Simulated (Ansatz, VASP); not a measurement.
# Two plane-wave programs on Cs4Ti

Contents of INCAR:

```
PREC = Accurate
ENCUT = 600
EDIFF = 1E-6
ISMEAR = 0
SIGMA = 0.1
LREAL = False
LASPH = True
NELM = 80
ALGO = Normal
ISIF = 3
LWAVE = False
LCHARG = False
GGA = PE
IBRION = 2
NSW = 90
EDIFFG = -0.04
```

The input KPOINTS:

```
Automatic mesh
0
Gamma
  4 4 4
```

File POSCAR:

```
Cs4Ti
1.0
    6.2470064900      0.0000000000      0.0000000000
    0.0000000000      6.2470064900      0.0000000000
    0.0000000000      0.0000000000      6.2470064900
Cs Ti
4 1
Direct
    0.2500000000      0.2500000000      0.2500000000
    0.7500000000      0.7500000000      0.2500000000
    0.2500000000      0.7500000000      0.7500000000
    0.7500000000      0.2500000000      0.7500000000
    0.0000000000      0.0000000000      0.0000000000
```

Input for Ansatz:

```yaml
crystal:
  lattice:
    - [6.24700649, 0.0, 0.0]
    - [0.0, 6.24700649, 0.0]
    - [0.0, 0.0, 6.24700649]
  atoms:
    - { symbol: Cs, position: [0.25, 0.25, 0.25] }
    - { symbol: Cs, position: [0.75, 0.75, 0.25] }
    - { symbol: Cs, position: [0.25, 0.75, 0.75] }
    - { symbol: Cs, position: [0.75, 0.25, 0.75] }
    - { symbol: Ti, position: [0.0, 0.0, 0.0] }
basis:
  ecutwfc: 420
kpoints:
  mp_grid: { grid: [4, 4, 4] }
hamiltonian:
  xc: pbe
scf:
  occupations: { method: gaussian, width: 0.1 }
  lower_state_search: "off"
output:
  forces: true
  stress: true
  eigenvalues: true
relax:
  adjacent_minimum: "off"
  f_tol: 0.04
  max_steps: 70
  cell: { stress_tol: 0.4 }
```

Change from the starting cell: species swapped into the SnI4 type (P-43m, No. 215).

Alike in both runs: task relaxation of cell and atoms; functional PBE; k mesh 4 × 4 × 4; occupations gaussian, width 0.1 eV; no spin polarisation.

|  | VASP | Ansatz |
| --- | --- | --- |
| version | VASP 6.6.1 | Ansatz 0.2.0 |
| potentials or method | VASP PAW PBE potentials, release 64 (Cs_sv, Ti_sv), cutoff 600 eV | scalar-relativistic, plane waves, PAW |
| valence electrons in the cell | 48 | 48 |

|  | VASP | Ansatz | Ansatz less VASP |
| --- | --- | --- | --- |
| gap on the k mesh at the Fermi level, each at its own relaxed structure (eV) | none | none | - |
| relaxed volume (Å³/atom) | 98.55 | 96.17 | -2.386 |
| relaxed length of the cell vector where the two differ most in proportion (Å) | 7.899 | 7.834 | -0.0643 |

A gap of «none» marks a metal or a gap that the smearing closes.

Spin-orbit coupling is off throughout. Noted on VASP's run: the volume moved by over 15 % at a fixed basis, so the end points are rough.
